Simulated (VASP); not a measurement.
# KF in VASP: settings compared, part 2 of 2

VASP 6.6.1.

### 3 Single point, PBE (uniaxial x strain -5.9%)

INCAR

```
  ALGO = Normal
  EDIFF = 1E-6
  ENCUT = 520
  GGA = PE
  ISIF = 2
  ISMEAR = -1
  LASPH = T
  LCHARG = T
  LELF = T
  LREAL = F
  LVHAR = T
  LWAVE = F
  NBANDS = 15
  NELM = 80
  PREC = Accurate
  SIGMA = 0.02
```

KPOINTS

```
k-points
0
Gamma
  8 8 8
```

POSCAR

```
KF
1.0
    2.9916352555      0.0000000000      0.0000000000
    0.0000000000      3.1788707423      0.0000000000
    0.0000000000      0.0000000000      3.1788707423
K F
1 1
Direct
    0.0000000000      0.0000000000      0.0000000000
    0.5000000000      0.5000000000      0.5000000000
```

Potentials or basis: VASP PAW PBE potentials, release 64 (K_sv, F).

On the command line:

```bash
$ cat potpaw_PBE.64/K_sv/POTCAR potpaw_PBE.64/F/POTCAR > POTCAR
$ mpirun -np 1 vasp_std > vasp.out
```

Wall time 18 s (1 thread of Intel Xeon Platinum 8259CL at 2.50GHz (Skylake/Cascade Lake), shared host); peak memory 0.16 GiB.

It converged, with:

```
Free energy            : -7.9878 eV
Pressure               : 6.4 GPa
Band gap on the k mesh : 7.09 eV, indirect (least direct gap 7.12 eV)
```

Stress tensor (GPa, compression positive):
```
10.51  0.00  0.00
 0.00  4.27  0.00
 0.00  0.00  4.27
```

Levels at points of the mesh, in eV from the valence-band top:
| k point | band 5 | band 6 | band 7 | band 8 | band 9 | band 10 | band 11 | band 12 |
| --- | --- | --- | --- | --- | --- | --- | --- | --- |
| (0.00, 0.00, 0.00) | -9.61 | -0.26 | -0.26 | -0.02 | 7.10 | 8.15 | 8.33 | 14.16 |
| (0.50, 0.00, 0.00) | -9.62 | -1.62 | -0.43 | -0.43 | 9.57 | 10.44 | 12.33 | 12.51 |
| (0.00, 0.50, 0.00) | -9.48 | -1.58 | -0.50 | -0.17 | 9.24 | 9.94 | 11.99 | 12.98 |
| (0.50, 0.50, 0.00) | -9.52 | -0.87 | -0.76 | -0.23 | 8.44 | 9.38 | 11.74 | 12.23 |
| (0.00, 0.50, 0.50) | -9.39 | -0.78 | -0.78 | 0.00 | 9.02 | 9.10 | 12.75 | 12.75 |
| (0.50, 0.50, 0.50) | -10.43 | -1.50 | -1.43 | -1.43 | 10.62 | 10.62 | 11.37 | 16.18 |

Caveat: the cell differs from its parent crystal (uniaxial x strain -5.9%).

### 4 Single point, r2SCAN (strain along [111] +0.8%)

POSCAR

```
KF
1.0
    3.1868179191      0.0079471769      0.0079471769
    0.0079471769      3.1868179191      0.0079471769
    0.0079471769      0.0079471769      3.1868179191
K F
1 1
Direct
    0.0000000000      0.0000000000      0.0000000000
    0.5000000000      0.5000000000      0.5000000000
```

INCAR.step1

```
SYSTEM = KF
ALGO = Normal
EDIFF = 1E-4
ENCUT = 520
GGA = PE
ISMEAR = 0
LASPH = .TRUE.
LCHARG = .FALSE.
LREAL = .FALSE.
LWAVE = .TRUE.
NBANDS = 15
NELM = 80
PREC = Accurate
SIGMA = 0.01
```

INCAR.step2

```
SYSTEM = KF
ALGO = Normal
EDIFF = 1E-6
ENCUT = 520
ISIF = 2
ISMEAR = 0
ISTART = 1
LASPH = .TRUE.
LCHARG = .FALSE.
LMIXTAU = .TRUE.
LREAL = .FALSE.
LWAVE = .FALSE.
METAGGA = R2SCAN
NBANDS = 15
NELM = 80
PREC = Accurate
SIGMA = 0.01
```

KPOINTS

```
k-points
0
G
  8 8 8
  0 0 0
```

On the command line:

```bash
$ cat potpaw_PBE.64/K_sv/POTCAR potpaw_PBE.64/F/POTCAR > POTCAR
$ cp INCAR.step1 INCAR
$ mpirun -np 1 vasp_std > vasp.out
$ cp INCAR.step2 INCAR
$ mpirun -np 1 vasp_std > vasp.out
```

It took 61 s on 1 thread of Intel Xeon Platinum 8259CL at 2.50GHz (Skylake/Cascade Lake), shared host; peak memory 0.16 GiB.

Results (log left out):

| Item | Value |
| --- | --- |
| Free energy | -14.8597 eV |
| Pressure | -0.3 GPa |
| Band gap on the k mesh | 7.67 eV, indirect (least direct gap 7.70 eV) |

Stress tensor (GPa, compression positive):
```
-0.31 -0.06 -0.06
-0.06 -0.31 -0.06
-0.06 -0.06 -0.31
```

Levels at points of the mesh, in eV from the valence-band top:
```
           k point  band 5  band 6  band 7  band 8  band 9  band 10  band 11  band 12
(0.00, 0.00, 0.00)  -10.05   -0.04   -0.03   -0.03    7.67     9.09     9.09    15.17
(0.50, 0.00, 0.00)   -9.92   -1.28   -0.18   -0.17   10.16    10.68    12.56    13.66
(0.50, 0.50, 0.00)   -9.83   -0.63   -0.62    0.00    9.46    10.04    13.02    13.04
(0.50, 0.50, 0.50)  -10.72   -1.14   -1.14   -1.14   11.54    11.63    11.63    16.98
```

Caveat: the cell differs from its parent crystal (strain along [111] +0.8%); the PAW data sets were made with another functional, which shifts forces and pressure a little.

### 5 Single point, r2SCAN (uniaxial x strain -5.9%)

POSCAR

```
KF
1.0
    2.9916352555      0.0000000000      0.0000000000
    0.0000000000      3.1788707423      0.0000000000
    0.0000000000      0.0000000000      3.1788707423
K F
1 1
Direct
    0.0000000000      0.0000000000      0.0000000000
    0.5000000000      0.5000000000      0.5000000000
```

INCAR.step1

```
SYSTEM = KF
PREC = Accurate ; ENCUT = 520
ISMEAR = 0 ; SIGMA = 0.01
LREAL = .False. ; LASPH = .True.
NELM = 80 ; NBANDS = 15
GGA = PE ; ALGO = Normal
EDIFF = 1E-4 ; LWAVE = .True.
LCHARG = .False.
```

INCAR.step2

```
SYSTEM = KF
PREC = Accurate ; ENCUT = 520
EDIFF = 1E-6 ; ISMEAR = 0
SIGMA = 0.01 ; LREAL = .False.
LASPH = .True. ; NELM = 80
ALGO = Normal ; ISIF = 2
LWAVE = .False. ; LCHARG = .False.
METAGGA = R2SCAN ; LMIXTAU = .True.
NBANDS = 15 ; ISTART = 1
```

KPOINTS

```
regular mesh
0
Gamma
  8 8 8
  0 0 0
```

Potentials or basis: VASP PAW PBE potentials, release 64 (K_sv, F).

On the command line:

```bash
$ cat potpaw_PBE.64/K_sv/POTCAR potpaw_PBE.64/F/POTCAR > POTCAR
$ cp INCAR.step1 INCAR
$ mpirun -np 1 vasp_std > vasp.out
$ cp INCAR.step2 INCAR
$ mpirun -np 1 vasp_std > vasp.out
```

OUTCAR:

```text
SYSTEM = KF
   PREC = Accurate
   ENCUT = 520
   EDIFF = 1E-6
   ISMEAR = 0
   LREAL = .False.
   LASPH = .True.
   NELM = 80
   ISIF = 2
   METAGGA = R2SCAN
   ISTART = 1

 ion  position               nearest neighbor table
   1  0.000  0.000  0.000-   2 2.70   2 2.70   2 2.70   2 2.70   2 2.70   2 2.70   2 2.70   2 2.70

   2  0.500  0.500  0.500-   1 2.70   1 2.70   1 2.70   1 2.70   1 2.70   1 2.70   1 2.70   1 2.70

  LATTYP: Found a simple tetragonal cell.
 ALAT       =     3.1788707423
 C/A-ratio  =     0.9411000000

  Lattice vectors:

 A1 = (   0.0000000000,   3.1788707423,   0.0000000000)
[... 612 lines left out ...]
     12      11.2954      0.00000
     13      13.1521      0.00000
     14      14.8881      0.00000
     15      16.3409      0.00000

 [... further k-points ...]
[... 5 lines left out ...]
  --------------------------------------------------------------------------------------
  -------------------------------------------------------------------------------------
  Total        1.3807802      0.1913199      0.1913199      0.0000000      0.0000000      0.0000000
  in kB       73.1780378     10.1394940     10.1394940      0.0000000      0.0000000      0.0000000
  external PRESSURE =      31.1523419 kB  Pullay stress =       0.0000000 kB

 VOLUME and BASIS-vectors are now :
 -----------------------------------------------------------------------------
  energy-cutoff  :      520.00
  volume of cell :       30.23
      direct lattice vectors                 reciprocal lattice vectors
     2.991635255  0.000000000  0.000000000     0.334265348  0.000000000  0.000000000
     0.000000000  3.178870742  0.000000000     0.000000000  0.314577119  0.000000000
     0.000000000  0.000000000  3.178870742     0.000000000  0.000000000  0.314577119

 POSITION                                       TOTAL-FORCE (eV/Angst)
 -----------------------------------------------------------------------------------
      0.00000      0.00000      0.00000         0.000000      0.000000      0.000000
      1.49582      1.58944      1.58944         0.000000      0.000000      0.000000
 -----------------------------------------------------------------------------------
    total drift:                                0.000000      0.000000     -0.000000

  FREE ENERGIE OF THE ION-ELECTRON SYSTEM (eV)
  ---------------------------------------------------
  free  energy   TOTEN  =       -14.8157222215 eV

  energy  without entropy=      -14.8157222215  energy(sigma->0) =      -14.81572222
```

OSZICAR.step1:

```text
N       E                     dE             d eps       ncg     rms          rms(c)
DAV:   1     0.111608699505E+03    0.11161E+03   -0.86144E+03  2258   0.108E+03
DAV:   2    -0.514094969289E+01   -0.11675E+03   -0.10733E+03  2890   0.293E+02
DAV:   3    -0.908035384171E+01   -0.39394E+01   -0.39260E+01  2788   0.480E+01
DAV:   4    -0.917192910046E+01   -0.91575E-01   -0.91555E-01  3121   0.697E+00
DAV:   5    -0.917410063605E+01   -0.21715E-02   -0.21715E-02  3006   0.848E-01    0.617E+00
DAV:   6    -0.804691362338E+01    0.11272E+01   -0.25838E+00  2460   0.145E+01    0.456E+00
DAV:   7    -0.800780805446E+01    0.39106E-01   -0.69678E-02  2837   0.233E+00    0.243E+00
DAV:   8    -0.798713375489E+01    0.20674E-01   -0.36797E-02  2789   0.201E+00    0.326E-01
DAV:   9    -0.798764900036E+01   -0.51525E-03   -0.27596E-03  3029   0.524E-01    0.108E-01
DAV:  10    -0.798777714911E+01   -0.12815E-03   -0.35257E-04  2524   0.196E-01    0.757E-02
DAV:  11    -0.798780632141E+01   -0.29172E-04   -0.36141E-05  1860   0.678E-02
   1 F= -.79878063E+01 E0= -.79878063E+01  d E =-.571728E-42
```

Run time: 70 s. Hardware: 1 thread of Intel Xeon Platinum 8259CL at 2.50GHz (Skylake/Cascade Lake), shared host; peak memory 0.16 GiB.

What came out:

| Quantity | Value |
| --- | --- |
| Free energy | -14.8157 eV |
| Pressure | 3.1 GPa |
| Band gap on the k mesh | 8.06 eV, indirect (least direct gap 8.07 eV) |

Stress tensor (GPa, compression positive):
```
7.32 0.00 0.00
0.00 1.01 0.00
0.00 0.00 1.01
```

Caveat: the cell differs from its parent crystal (uniaxial x strain -5.9%); the PAW data sets were made with another functional, which shifts forces and pressure a little.

### 6 Summary

| level | cell | smearing | gap on the mesh (eV) | pressure (GPa) |
| --- | --- | --- | --- | --- |
| PBE | a = 3.187 Å, angles 89.7°, 2 atoms | fermi-dirac 0.02 eV | 6.74 | 2.6 |
| PBE | a = 2.992, b = 3.179, c = 3.179 Å, 2 atoms | fermi-dirac 0.02 eV | 7.09 | 6.4 |
| r2SCAN | a = 3.187 Å, angles 89.7°, 2 atoms | gaussian 0.01 eV | 7.67 | -0.3 |
| r2SCAN | a = 2.992, b = 3.179, c = 3.179 Å, 2 atoms | gaussian 0.01 eV | 8.06 | 3.1 |

Alike in all rows: task single point; potentials or basis VASP PAW PBE potentials, release 64 (K_sv, F); no spin polarisation; k mesh 8 × 8 × 8; cutoff (eV) 520.

Caveats: the PAW data sets were made with another functional, which shifts forces and pressure a little (some runs).

Total energies depend on the potentials used, so only differences within one code and one set of settings carry meaning.
